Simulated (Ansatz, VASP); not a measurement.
**Two plane-wave programs on Si**

```
Si
1.0
     3.86771    0.00000    0.00000
     0.00000    3.86771    0.00000
     0.00000    0.00000   27.30697
Si
10
Direct
  0.00000 0.50000 0.27466
  0.00000 0.00000 0.32473
  0.50000 0.00000 0.37481
  0.50000 0.50000 0.42489
  0.00000 0.50000 0.47496
  0.00000 0.00000 0.52504
  0.50000 0.00000 0.57511
  0.50000 0.50000 0.62519
  0.00000 0.50000 0.67527
  0.00000 0.00000 0.72534
```

Alike in both runs: task single point; functional PBE; k mesh 7 × 7 × 1; occupations gaussian, width 0.05 eV; no spin polarisation.

```csv
,VASP,Ansatz
version,VASP 6.6.1,Ansatz 0.2.0
potentials or method,"VASP PAW PBE potentials, release 64 (Si), cutoff 520 eV","scalar-relativistic, plane waves, PAW"
valence electrons in the cell,40,40
```

```csv
,VASP,Ansatz,Ansatz less VASP
gap on the k mesh at the Fermi level (eV),none,none,-
rms of the force components (eV/Å),0.040,0.040,-0.0005
"work function, face that differs most (eV)",5.46,5.46,-0.003
```

Atom by atom the forces differ by 0.002 eV/Å (rms over components). A gap of «none» marks a metal or a gap that the smearing closes. With one functional, cell and mesh, what is left measures potentials, basis and numerics. Ansatz's warnings: xc potential rough in thin density.
